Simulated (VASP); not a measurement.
Input of a VASP 6.6.1 run:

The input INCAR:

```
SYSTEM = SrZrO2
PREC = Accurate
ENCUT = 520
EDIFF = 1E-7
ISMEAR = 0
SIGMA = 0.1
LREAL = .FALSE.
LASPH = .TRUE.
NELM = 60
ALGO = Normal
ISIF = 2
LWAVE = .FALSE.
LCHARG = .FALSE.
GGA = PE
NBANDS = 25
```

The input KPOINTS:

```
Automatic mesh
0
G
  8 8 10
  0 0 0
```

File POSCAR:

```
SrZrO2
1.0
    4.2493736745      0.0000000000      0.0000000000
    0.0000000000      4.2493736745      0.0000000000
    0.0000000000      0.0000000000      3.8284888579
Sr Zr O
1 1 2
Direct
    0.5000000000      0.5000000000      0.5000000000
    0.0000000000      0.0000000000      0.0000000000
    0.5000000000      0.0000000000      1.0000000000
    0.0000000000      0.5000000000      0.0000000000
```

Potentials or basis: VASP PAW PBE potentials, release 64 (Sr_sv, Zr_sv, O).

Run with:

```bash
$ cat potpaw_PBE.64/Sr_sv/POTCAR potpaw_PBE.64/Zr_sv/POTCAR potpaw_PBE.64/O/POTCAR > POTCAR
$ mpirun -np 1 vasp_std > vasp.out
```

Task: Predict the pressure.

Result: -3.8 GPa.

Task: Predict the band gap on the k mesh.

Result: Zero (band 17 reaches 6.35 eV, above the bottom of band 18 at 6.08 eV).
